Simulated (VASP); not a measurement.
Input of a VASP 6.6.1 run:

The input INCAR:

```
ALGO     = Normal         # electronic algorithm
EDIFF    = 1E-6           # SCF threshold, eV
ENCUT    = 520            # plane-wave cutoff, eV
GGA      = PE             # functional
ISIF     = 2              # what is computed and relaxed
ISMEAR   = -1             # smearing method
LASPH    = True           # aspherical terms in the spheres
LCHARG   = False          # write CHGCAR
LREAL    = False          # projectors in reciprocal space
LWAVE    = False          # write WAVECAR
NBANDS   = 12             # bands
NELM     = 60             # most SCF steps
PREC     = Accurate       # precision mode
SIGMA    = 0.06122561905347299 # smearing width, eV
```

The input KPOINTS:

```
k-points
0
Gamma
  21 21 21
```

POSCAR

```
Zn
1.0
    2.6828342611      0.0000000000      0.0000000000
    0.0000000000      2.6828342611      0.0000000000
    0.0000000000      0.0000000000      2.6828342611
Zn
1
Direct
    0.0000000000      0.0000000000      0.0000000000
```

Potentials or basis: VASP PAW PBE potentials, release 64 (Zn).

Launch:

```console
$ cat potpaw_PBE.64/Zn/POTCAR > POTCAR
$ mpirun -np 1 vasp_std > vasp.out
```

(1) Estimate the band gap on the k mesh.

(2) What does it give for the pressure?

## Answers

(1) zero (band 6 reaches 6.34 eV, above the bottom of band 7 at -0.70 eV).

(2) -2.4 GPa.
